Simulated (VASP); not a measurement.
Wanted: the native input for a VASP 6.6.1 run.

```yaml
Task: single point
Functional: LDA
Potentials_or_basis: VASP PAW LDA potentials, release 64 (Ni)
Cutoff: 520 eV
k_mesh: 14 × 14 × 5
Occupations: methfessel-paxton, width 0.001 eV
Spin: no spin polarisation
Dipole_correction: no
Further_INCAR_settings: ALGO = Normal; EDIFF = 1e-07; NBANDS = 22
```

The structure of Ni lies in POSCAR:

```
Ni
1.0
    0.0000000000      1.7619350000      1.7619350000
   -1.7619350000      1.7619350000      0.0000000000
   -3.5238700000     -3.5238700000      3.5238700000
Ni
3
Direct
    0.0000000000      0.0000000000      0.0000000000
    0.3333333333      0.3333333333      0.3333333333
    0.6666666667      0.6666666667      0.6666666667
```

The input as run:

INCAR

```
SYSTEM = Ni
  ALGO = Normal
  EDIFF = 1E-7
  ENCUT = 520
  ISIF = 2
  ISMEAR = 1
  LASPH = .True.
  LCHARG = .False.
  LREAL = .False.
  LWAVE = .False.
  NBANDS = 22
  NELM = 80
  PREC = Accurate
  SIGMA = 0.001
```

KPOINTS

```
k-points
0
Gamma
  14 14 5
  0 0 0
```

Potentials or basis: VASP PAW LDA potentials, release 64 (Ni).

Run with:

```sh
$ cat potpaw_LDA.64/Ni/POTCAR > POTCAR
$ mpirun -np 1 vasp_std > vasp.out
```

It gave:

The pressure is -18.9 GPa and the band gap on the k mesh is zero (band 15 reaches 8.95 eV, above the bottom of band 16 at 8.19 eV).

Caveat: the run has no spin polarisation, though such a crystal can be magnetic.

It took 110 s on 1 thread of AMD EPYC 7R43 64-Core Processor (Zen 3) (shared host), peak memory 0.14 GiB.
